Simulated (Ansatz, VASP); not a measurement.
Two plane-wave programs on NiO

Contents of INCAR:

```
SYSTEM = NiO
AGGAC = 1.0 ; AGGAX = 1.0
ALDAC = 0.0 ; ALDAX = 1.0
ALGO = Normal ; EDIFF = 1E-6
ENCUT = 600 ; GGA = B5
GGA_COMPAT = .FALSE. ; ISIF = 2
ISMEAR = 0 ; ISPIN = 2
LASPH = .TRUE. ; LCHARG = .TRUE.
LDAU = .TRUE. ; LDAUJ = 0 0
LDAUL = 2 -1 ; LDAUPRINT = 1
LDAUTYPE = 2 ; LDAUU = 6.2 0
LELF = .TRUE. ; LMAXMIX = 4
LORBIT = 11 ; LREAL = .FALSE.
LVHAR = .TRUE. ; LWAVE = .FALSE.
MAGMOM = 1.91 0.22 ; NBANDS = 19
NELM = 200 ; PREC = Accurate
SIGMA = 0.05
```

Contents of KPOINTS:

```
k-points
0
G
  10 10 10
  0 0 0
```

POSCAR

```
NiO
1.0
    0.0000000000      2.1754520486      2.1754520486
    2.1754520486      0.0000000000      2.1754520486
    2.1754520486      2.1754520486      0.0000000000
Ni O
1 1
Direct
    0.0000000000      0.0000000000      0.0000000000
    0.5000000000      0.5000000000      0.5000000000
```

Input for Ansatz:

```yaml
crystal:
  lattice:
    - [0.0, 2.1754520486, 2.1754520486]
    - [2.1754520486, 0.0, 2.1754520486]
    - [2.1754520486, 2.1754520486, 0.0]
  atoms:
    - { symbol: Ni, position: [0.0, 0.0, 0.0], spin: 1.91 }
    - { symbol: O, position: [0.5, 0.5, 0.5] }
basis:
  ecutwfc: 420
  ecutrho_ratio: 4
kpoints:
  mp_grid: { grid: [10, 10, 10] }
hamiltonian:
  xc: blyp
  hubbard:
    sites:
      - { species: Ni, l: d, u_eff: 6.2, starting_ns: start.occupation_matrices }
    ns_hold: { iters: 6 }
scf:
  occupations: { method: gaussian, width: 0.05 }
  lower_state_search: "off"
output:
  forces: true
  stress: true
  eigenvalues: true
  populations: true
  hubbard: { sites: [{ species: Ni, l: d }] }
magnetization:
  spin_polarized: true
```

Alike in both runs: task single point; functional BLYP; k mesh 10 × 10 × 10; occupations gaussian, width 0.05 eV; collinear spin; Hubbard terms Ni d U = 6.2 eV.

|  | VASP | Ansatz |
| --- | --- | --- |
| version | VASP 6.6.1 | Ansatz 0.2.0 |
| potentials or method | VASP PAW PBE potentials, release 64 (Ni, O), cutoff 600 eV | scalar-relativistic, plane waves, PAW |
| valence electrons in the cell | 16 | 24 |

VASP gave:

- gap on the k mesh at the Fermi level (eV): 2.27
- least direct gap on the mesh (eV): 2.94
- pressure (GPa): -9.9
- net moment per atom (μB): 1.00
- size of the moment on the site where the two differ most (μB): 1.81

What did Ansatz give for the same quantities?

gap on the k mesh at the Fermi level (eV): 1.87; least direct gap on the mesh (eV): 2.78; pressure (GPa): -3.1; net moment per atom (μB): 1.00; size of the moment on the site where the two differ most (μB): 1.74.

VASP's potentials were made for PBE, not for BLYP. Site moments also hang on the region over which each program counts them. The programs project onto different local orbitals, so the same U acts differently, and such runs can settle in different states. VASP's potentials hold 16 valence electrons a cell and Ansatz's 24, so a difference there can come from the potentials and not from the codes. Ansatz's warnings: stability check not made.
